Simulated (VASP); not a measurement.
Here is a VASP 6.6.1 calculation.

The input INCAR:

```
SYSTEM = CrAuS2
PREC = Accurate ; ENCUT = 520
EDIFF = 1E-6 ; ISMEAR = 0
SIGMA = 0.05 ; LREAL = .False.
LASPH = .True. ; NELM = 150
ALGO = Normal ; ISIF = 2
LWAVE = .False. ; LCHARG = .False.
ISPIN = 2 ; MAGMOM = 0 3 0 0
LORBIT = 11 ; LMAXMIX = 4
LDAU = .True. ; LDAUTYPE = 2
LDAUL = -1 2 -1 ; LDAUU = 0 3 0
LDAUJ = 0 0 0 ; LDAUPRINT = 1
NBANDS = 30
```

Contents of KPOINTS:

```
Automatic mesh
0
Gamma
  6 6 6
  0 0 0
```

File POSCAR:

```
CrAuS2
1.0
    1.7706211400      1.0222685900      7.1080342100
   -1.7706211400      1.0222685900      7.1080342100
    0.0000000000     -2.0445371800      7.1080342100
Au Cr S
1 1 2
Direct
    0.0000000000      0.0000000000      0.0000000000
    0.5000000000      0.5000000000      0.5000000000
    0.8923184600      0.8923184600      0.8923184600
    0.1076815400      0.1076815400      0.1076815400
```

Potentials or basis: VASP PAW LDA potentials, release 64 (Au, Cr_pv, S).

Command:

```bash
$ cat potpaw_LDA.64/Au/POTCAR potpaw_LDA.64/Cr_pv/POTCAR potpaw_LDA.64/S/POTCAR > POTCAR
$ mpirun -np 1 vasp_std > vasp.out
```

(1) Predict the net moment.

(2) Predict the band gap on the k mesh.

Answers

(1) 3.00 μB per cell.

(2) 0.71 eV (least direct gap 1.66 eV).

Caveat: the cell stands under tension; an empty level that is flat over the whole mesh can mark a ghost state of the potentials, or a narrow d or f band; spin-orbit coupling is left out, which moves the levels of the heavy elements; a cell with one magnetic atom can't hold antiferromagnetic order, which such compounds often take.
